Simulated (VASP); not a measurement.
# BN (I-4m2) in VASP: further runs

BN is run at these levels: PBE; tasks: single point.

All numbers are computed with VASP 6.6.1; they aren't measurements. Logs are shortened: lines on timing, memory, paths and dates and some standing lists are left out, and cuts for length are marked.

## Step 1: The cell of the first run

Symmetry: I-4m2, No. 119, tetragonal system. The conventional cell has a = 2.563 Å, b = 2.563 Å, c = 3.371 Å, α = 90.00°, β = 90.00°, γ = 90.00°. Within 2.0 Å of B (site symmetry -4m2) lie 4 N at 1.53 Å. N (site symmetry -4m2) has 4 B at 1.53 Å within 2.0 Å.

## Step 2: Single point, PBE (engineering shear strain xz +0.0000, normal strain along z -0.0700)

File INCAR:

```
ALGO = Normal
EDIFF = 1E-7
ENCUT = 520
GGA = PE
ISIF = 2
ISMEAR = 0
LASPH = T
LCHARG = T
LELF = T
LREAL = F
LVHAR = T
LWAVE = F
NBANDS = 11
NELM = 60
PREC = Accurate
SIGMA = 0.05
```

File KPOINTS:

```
k-points
0
Gamma
  12 12 12
```

File POSCAR:

```
BN
1.0
    0.0000000000      1.6855262161      1.8123937807
    1.8123937807      0.0000000000      1.8123937807
    1.8123937807      1.6855262161      0.0000000000
B N
1 1
Direct
    0.0000000000      0.0000000000      0.0000000000
    0.7500000000      0.7500000000      0.7500000000
```

Potentials or basis: VASP PAW PBE potentials, release 64 (B, N).

Run with:

```bash
> cat potpaw_PBE.64/B/POTCAR potpaw_PBE.64/N/POTCAR > POTCAR
> mpirun -np 1 vasp_std > vasp.out
```

OUTCAR:

```text
EDIFF = 1E-7
   ENCUT = 520
   GGA = PE
   ISIF = 2
   ISMEAR = 0
   LASPH = T
   LREAL = F
   NELM = 60
   PREC = Accurate

 ion  position               nearest neighbor table
   1  0.000  0.000  0.000-   2 1.53   2 1.53   2 1.53   2 1.53
   2  0.750  0.750  0.750-   1 1.53   1 1.53   1 1.53   1 1.53

  LATTYP: Found a body centered tetragonal cell.
 ALAT       =     2.5631118650
 C/A-ratio  =     1.3152186130

  Lattice vectors:

 A1 = (   0.0000000000,  -1.6855262161,   1.8123937807)
 A2 = (   0.0000000000,  -1.6855262161,  -1.8123937807)
 A3 = (   1.8123937807,   1.6855262161,   0.0000000000)

Analysis of symmetry for initial positions (statically):
=====================================================================
 Subroutine PRICEL returns:
 Original cell was already a primitive cell.

 Routine SETGRP: Setting up the symmetry group for a
 body centered tetragonal supercell.

 Subroutine GETGRP returns: Found  8 space group operations
 (whereof  8 operations were pure point group operations)
 out of a pool of 16 trial point group operations.

The static configuration has the point symmetry D_2d.

Analysis of symmetry for dynamics (positions and initial velocities):
=====================================================================
 Subroutine PRICEL returns:
 Original cell was already a primitive cell.

 Routine SETGRP: Setting up the symmetry group for a
 body centered tetragonal supercell.

 Subroutine GETGRP returns: Found  8 space group operations
 (whereof  8 operations were pure point group operations)
 out of a pool of 16 trial point group operations.

The dynamic configuration has the point symmetry D_2d.

 Subroutine INISYM returns: Found  8 space group operations
 (whereof  8 operations are pure point group operations),
 and found     1 'primitive' translations

----------------------------------------------------------------------------------------

                                     Primitive cell

  volume of cell :      11.0731

  direct lattice vectors                    reciprocal lattice vectors
     0.000000000  1.685526216  1.812393781    -0.275878236  0.296643265  0.275878236
     1.812393781  0.000000000  1.812393781     0.275878236 -0.296643265  0.275878236
     1.812393781  1.685526216  0.000000000     0.275878236  0.296643265 -0.275878236

  length of vectors
     2.475029261  2.563111865  2.475029261     0.490117159  0.490117159  0.490117159

  position of ions in fractional coordinates (direct lattice)
     0.000000000  0.000000000  0.000000000
     0.750000000  0.750000000  0.750000000
[... 81 lines left out ...]
   IBRION =     -1    ionic relax: 0-MD 1-quasi-New 2-CG
   NFREE  =      0    steps in history (QN), initial steepest desc. (CG)
   ISIF   =      2    stress and relaxation
   ISYM   =      2    0-nonsym 1-usesym 2-fastsym
   POTIM  = 0.5000    time-step for ionic-motion
   TEBEG  =    0.0;   TEEND  =   0.0 temperature during run
   PSTRESS=    0.0 pullay stress
   NELECT =       8.0000    total number of electrons
   NUPDOWN=      -1.0000    fix difference up-down
   EMIN   =  10.00;   EMAX   =-10.00  energy-range for DOS
   EFERMI =   0.00;   METHOD = LEGACY
   ISMEAR =     0;   SIGMA  =   0.05  broadening in eV -4-tet -1-fermi 0-gaus
   EFERMI_NEDOS =   21; number of points for ismear=-14 and -15
   IALGO  =     38    algorithm
   IMIX   =      4    mixing-type and parameters
     AMIX     =   0.40;   BMIX     =  1.00
     AMIX_MAG =   1.60;   BMIX_MAG =  1.00
  volume/ion in A,a.u.               =       5.54        37.36
  Fermi-wavevector in a.u.,A,eV,Ry     =   1.468976  2.775962 29.359871  2.157890
  Thomas-Fermi vector in A             =   2.584409
   LORBIT       =      0    0 simple, 1 ext, 2 COOP (PROOUT), +10 PAW based schemes
   GGA     = PE    functional components
   LHFCALC =     F    Hartree Fock is set to
   AEXX    =    0.0000 exact exchange contribution
   IVDW    =     0    specifies the selected vdW correction
   LEPSILON=     F    determine dielectric tensor
   LRPA    =     F    only Hartree local field effects (RPA)
 non-spin polarized calculation
 Gauss-broadening in eV      SIGMA  =   0.05
  energy-cutoff  :      520.00
  volume of cell :       11.07
 maximum number of plane-waves:       307
   NGX =  9   NGY =  9   NGZ =  9

 number of electron       7.9999999 magnetization

 Free energy of the ion-electron system (eV)
  ---------------------------------------------------
  ext. energy  EPLUGINS =         0.00000000
  ---------------------------------------------------
  free energy    TOTEN  =       -17.29870829 eV

  energy without entropy =      -17.29870829  energy(sigma->0) =      -17.29870829

 E-fermi :   8.8986     XC(G=0): -13.1499

 val. band max:        8.6695582028   @ k =   0.0000   0.0000   0.0000
 cond. band min:      11.9139149155   @ k =   0.5000   0.0000   0.5000
 fundamental gap:      3.2443567126
 Fermi energy:         8.8985503783

 k-point     1 :       0.0000    0.0000    0.0000
  band No.  band energies     occupation
      1     -12.7543      2.00000
      2       8.0067      2.00000
      3       8.0067      2.00000
      4       8.6696      2.00000
      5      17.0578      0.00000
      6      17.5812      0.00000
      7      17.5812      0.00000
      8      19.6225      0.00000
      9      34.2487      0.00000
     10      34.8906      0.00000
     11      36.1723      0.00000
[... 309 lines left out ...]
 k-point    24 :      -0.4167    0.1667    0.0000
  band No.  band energies     occupation
      1      -7.8116      2.00000
      2      -2.3734      2.00000
      3       3.5275      2.00000
      4       5.8357      2.00000
      5      18.2086      0.00000
      6      19.9804      0.00000
      7      22.1123      0.00000
      8      24.6837      0.00000
      9      30.3210      0.00000
     10      34.7215      0.00000
     11      36.0222      0.00000

 [... further k-points ...]
[... 5 lines left out ...]
  --------------------------------------------------------------------------------------
  -------------------------------------------------------------------------------------
  Total        1.1697973      4.0972602      1.1697973      0.0000000      0.0000000      0.0000000
  in kB      169.2585337    592.8345363    169.2585337      0.0000000      0.0000000      0.0000000
  external PRESSURE =     310.4505346 kB  Pullay stress =       0.0000000 kB

 VOLUME and BASIS-vectors are now :
 -----------------------------------------------------------------------------
  energy-cutoff  :      520.00
  volume of cell :       11.07
      direct lattice vectors                 reciprocal lattice vectors
     0.000000000  1.685526216  1.812393781    -0.275878236  0.296643265  0.275878236
     1.812393781  0.000000000  1.812393781     0.275878236 -0.296643265  0.275878236
     1.812393781  1.685526216  0.000000000     0.275878236  0.296643265 -0.275878236

 POSITION                                       TOTAL-FORCE (eV/Angst)
 -----------------------------------------------------------------------------------
      0.00000      0.00000      0.00000        -0.000000      0.000000     -0.000000
      2.71859      2.52829      2.71859         0.000000     -0.000000      0.000000
 -----------------------------------------------------------------------------------
    total drift:                               -0.000001     -0.000005     -0.000001

  FREE ENERGIE OF THE ION-ELECTRON SYSTEM (eV)
  ---------------------------------------------------
  free  energy   TOTEN  =       -17.2987082901 eV

  energy  without entropy=      -17.2987082901  energy(sigma->0) =      -17.29870829
```

Run time: 8.9 s. Hardware: 1 thread of Intel Xeon 6975P-C (Granite Rapids), shared host; peak memory 0.12 GiB.

What came out:

```yaml
Free_energy: -17.2987 eV
Pressure: 31.0 GPa
Band_gap_on_the_k_mesh: 3.24 eV, indirect (least direct gap 8.39 eV)
```

Levels at points of the mesh, in eV from the valence-band top:
| k point | band 1 | band 2 | band 3 | band 4 | band 5 | band 6 | band 7 | band 8 | band 9 |
| --- | --- | --- | --- | --- | --- | --- | --- | --- | --- |
| (0.00, 0.00, 0.00) | -21.42 | -0.66 | -0.66 | 0.00 | 8.39 | 8.91 | 8.91 | 10.95 | 25.58 |
| (0.50, 0.00, 0.00) | -16.87 | -11.73 | -3.06 | -1.95 | 9.45 | 10.17 | 12.15 | 15.53 | 23.78 |
| (0.50, 0.50, 0.00) | -15.72 | -10.15 | -5.30 | -5.27 | 4.57 | 9.78 | 17.65 | 18.75 | 20.84 |
| (0.50, 0.00, 0.50) | -14.82 | -9.03 | -6.33 | -6.33 | 3.24 | 7.98 | 18.56 | 18.56 | 22.48 |

Caveat: the cell differs from its parent crystal (engineering shear strain xz +0.0000, normal strain along z -0.0700). A k mesh can miss the band edges.

## Step 3: Single point, PBE (engineering shear strain xz +0.0000, normal strain along z -0.0525)

File INCAR:

```
SYSTEM = BN
ALGO = Normal
EDIFF = 1E-6
ENCUT = 520
GGA = PE
ISIF = 2
ISMEAR = 0
LASPH = .TRUE.
LCHARG = .FALSE.
LREAL = .FALSE.
LWAVE = .FALSE.
NBANDS = 11
NELM = 60
PREC = Accurate
SIGMA = 0.05
```

File KPOINTS:

```
k-points
0
G
  12 12 12
  0 0 0
```

File POSCAR:

```
BN
1.0
    0.0000000000      1.7172431072      1.8123937807
    1.8123937807      0.0000000000      1.8123937807
    1.8123937807      1.7172431072      0.0000000000
B N
1 1
Direct
    0.0000000000      0.0000000000      0.0000000000
    0.7500000000      0.7500000000      0.7500000000
```

Potentials or basis: VASP PAW PBE potentials, release 64 (B, N).

Run with:

```bash
> cat potpaw_PBE.64/B/POTCAR potpaw_PBE.64/N/POTCAR > POTCAR
> mpirun -np 1 vasp_std > vasp.out
```

Run time: 7.3 s. Hardware: 1 thread of Intel Xeon 6975P-C (Granite Rapids), shared host; peak memory 0.13 GiB.

The run converged. Its results:

- Free energy: -17.3659 eV
- Pressure: 22.4 GPa
- Band gap on the k mesh: 3.55 eV, indirect (least direct gap 8.47 eV)

Stress tensor (GPa, compression positive):
```
11.78  0.00  0.00
 0.00 43.69  0.00
 0.00  0.00 11.78
```

Levels at points of the mesh, in eV from the valence-band top:
```csv
k point,band 1,band 2,band 3,band 4,band 5,band 6,band 7,band 8
"(0.00, 0.00, 0.00)",-21.10,-0.50,-0.50,0.00,8.47,8.86,8.86,10.76
"(0.50, 0.00, 0.00)",-16.65,-11.45,-2.77,-1.95,9.67,10.30,11.69,15.42
"(0.50, 0.50, 0.00)",-15.44,-9.82,-5.20,-5.18,4.52,9.61,17.72,18.54
"(0.50, 0.00, 0.50)",-14.78,-9.00,-5.96,-5.96,3.55,8.29,18.36,18.36
```

Caveat: the cell differs from its parent crystal (engineering shear strain xz +0.0000, normal strain along z -0.0525).
